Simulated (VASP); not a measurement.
Set up this calculation in VASP 6.6.1, as the native input.

```
Task                   : single point
Functional             : PBE
Potentials or basis    : VASP PAW PBE potentials, release 64 (Sr_sv)
Cutoff                 : 520 eV
k mesh                 : 12 × 12 × 12
Occupations            : fermi-dirac, width 0.1 eV
Spin                   : no spin polarisation
Dipole correction      : no
Further INCAR settings : ALGO = Normal; EDIFF = 1e-07; NBANDS = 17
```

The structure of Sr lies in POSCAR:

```
Sr
1.0
   -2.8624255350      2.8624255350      1.5383971729
    2.8624255350     -2.8624255350      1.5383971729
    2.8624255350      2.8624255350     -1.5383971729
Sr
2
Direct
   -0.3750000000     -0.1250000000     -0.2500000000
    0.3750000000      0.1250000000      0.2500000000
```

These files were run (other wordings do the same):

INCAR

```
SYSTEM = Sr
PREC = Accurate
ENCUT = 520
EDIFF = 1E-7
ISMEAR = -1
SIGMA = 0.1
LREAL = .False.
LASPH = .True.
NELM = 80
ALGO = Normal
ISIF = 2
LWAVE = .False.
LCHARG = .False.
GGA = PE
NBANDS = 17
```

KPOINTS

```
regular mesh
0
Gamma
  12 12 12
  0 0 0
```

Potentials or basis: VASP PAW PBE potentials, release 64 (Sr_sv).

Run with:

```console
$ cat potpaw_PBE.64/Sr_sv/POTCAR > POTCAR
$ mpirun -np 1 vasp_std > vasp.out
```

It gave:

| Quantity | Value |
| --- | --- |
| Pressure | 26.3 GPa |
| Band gap on the k mesh | zero (bands 10 and 11 overlap by 0.82 eV) |

Caveat: the cell stands under pressure.

It took 2.1 min on 1 thread of Intel(R) Xeon(R) Platinum 8375C CPU @ 2.90GHz (Ice Lake), on a shared host, peak memory 0.26 GiB.
